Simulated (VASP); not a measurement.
Input of a VASP 6.6.1 run:

File INCAR:

```
SYSTEM = Ta2C
PREC = Accurate
ENCUT = 600
EDIFF = 1E-6
ISMEAR = 0
SIGMA = 0.1
LREAL = .False.
LASPH = .True.
NELM = 80
ALGO = Normal
ISIF = 3
LWAVE = .False.
LCHARG = .False.
GGA = PS
IBRION = 2
NSW = 100
EDIFFG = -0.005
```

The input KPOINTS:

```
regular mesh
0
Gamma
  18 18 8
  0 0 0
```

File POSCAR:

```
Ta2C
1.0
    3.1059007354      0.0000000000      0.0000000000
   -1.5529503677      2.6897889385      0.0000000000
    0.0000000000      0.0000000000      4.9464000000
Ta C
2 1
Direct
    0.3333333333      0.6666666667      0.2520100000
    0.6666666667      0.3333333333      0.7479900000
    0.0000000000      0.0000000000      0.0000000000
```

Potentials or basis: VASP PAW PBE potentials, release 64 (Ta_pv, C).

Launch:

```sh
$ cat potpaw_PBE.64/Ta_pv/POTCAR potpaw_PBE.64/C/POTCAR > POTCAR
$ mpirun -np 1 vasp_std > vasp.out
```

Question: What does it give for the relaxed cell?

Answer: a = 3.097 Å, b = 3.097 Å, c = 4.923 Å, α = 90.00°, β = 90.00°, γ = 120.00°.

Question: Predict the relaxed volume.

Answer: 13.63 Å³/atom.

Question: What does it give for the space group after relaxing (to 0.1 Å)?

Answer: P-3m1 (No. 164).

Question: Predict the band gap on the k mesh.

Answer: Zero (bands 13 and 14 overlap by 0.80 eV).

Final structure:
```
Ta C
1.0
     3.09688    0.00000    0.00000
    -1.54844    2.68198    0.00000
     0.00000    0.00000    4.92270
Ta C
2 1
Direct
  0.33333 0.66667 0.25312
  0.66667 0.33333 0.74688
  0.00000 0.00000 0.00000
```

Caveat: the PAW data sets were made with another functional, which shifts forces and pressure a little; spin-orbit coupling is left out, which moves the levels of the heavy elements.
